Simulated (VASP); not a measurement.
CaSe, 2 atoms in the cell. The structure is cubic, space group Pm-3m (No. 221). Conventional cell: a = 3.706 Å, b = 3.706 Å, c = 3.706 Å, α = 90.00°, β = 90.00°, γ = 90.00°. Ca (site symmetry m-3m) has 8 Se at 3.21 Å and 6 Ca at 3.71 Å within 4.2 Å. Within 4.2 Å of Se (site symmetry m-3m) lie 8 Ca at 3.21 Å and 6 Se at 3.71 Å.  This cell differs from its parent crystal: volume changed by +6%.

```yaml
Program: VASP 6.6.1
Task: single point
Functional: r2SCAN
Potentials_or_basis: VASP PAW PBE potentials, release 64 (Ca_sv, Se)
Cutoff: 520 eV
k_mesh: 6 × 6 × 6
Occupations: gaussian, width 0.01 eV
Spin: no spin polarisation
Dipole_correction: no
Further_INCAR_settings: ALGO = Normal; EDIFF = 1e-07; NBANDS = 15
```

Potentials or basis: VASP PAW PBE potentials, release 64 (Ca_sv, Se).

Command:

```console
$ cat potpaw_PBE.64/Ca_sv/POTCAR potpaw_PBE.64/Se/POTCAR > POTCAR
$ cp INCAR.step1 INCAR
$ mpirun -np 1 vasp_std > vasp.out
$ cp INCAR.step2 INCAR
$ mpirun -np 1 vasp_std > vasp.out
```

Hardware: 1 thread of Intel(R) Xeon(R) Platinum 8488C (Sapphire Rapids), with other jobs on the host.

Problem. How long does it take, and how much memory?

Solution. It took 76 s on 1 thread of Intel(R) Xeon(R) Platinum 8488C (Sapphire Rapids) (shared host), peak memory 0.16 GiB. Counts: k points 20.
